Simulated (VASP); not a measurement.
Os: single point with BHLYP

Crystal: Os.

```
CELL_PARAMETERS angstrom
2.73410 0.00000 0.00000
-1.36705 2.36780 0.00000
0.00000 0.00000 4.31970
ATOMIC_POSITIONS crystal
Os 0.66667 0.33333 0.75000
Os 0.33333 0.66667 0.25000
```

```
Program                            : VASP 6.6.1
Task                               : single point
Functional                         : BHLYP
Potentials or basis                : VASP PAW PBE potentials, release 64 (Os)
Cutoff                             : 520 eV
k mesh                             : 6 × 6 × 3
Occupations                        : fermi-dirac, width 0.05 eV
Spin                               : no spin polarisation
Dipole correction                  : no
Grid for exact exchange (PRECFOCK) : Normal
Further INCAR settings             : ALGO = Normal; EDIFF = 1e-06; NBANDS = 15
Share of exact exchange            : 0.5
```

```
Pressure               : 2.2 GPa
Band gap on the k mesh : zero (bands 8 and 9 overlap by 6.84 eV)
```

Stress tensor (GPa, compression positive):
```
 4.94  0.00  0.00
 0.00  4.94  0.00
 0.00  0.00 -3.43
```

Levels at points of the mesh, in eV from the Fermi level:
| k point | band 5 | band 6 | band 7 | band 8 | band 9 | band 10 | band 11 | band 12 |
| --- | --- | --- | --- | --- | --- | --- | --- | --- |
| (0.00, 0.00, 0.00) | -4.13 | -3.73 | -3.73 | -3.05 | -3.05 | -0.65 | 3.18 | 3.18 |
| (0.50, 0.00, 0.00) | -4.10 | -4.03 | -2.97 | 3.79 | 4.32 | 4.45 | 6.80 | 8.32 |

Wall time 14 min on 1 thread of Intel(R) Xeon(R) Platinum 8259CL CPU @ 2.50GHz (Skylake/Cascade Lake), with other jobs on the host, peak memory 0.16 GiB.

Caveat: the k points lie up to 0.48 Å⁻¹ apart, too coarse for converged energies and pressures of a metal; the PAW data sets were made with another functional, which shifts forces and pressure a little; spin-orbit coupling is left out, which moves the levels of the heavy elements.
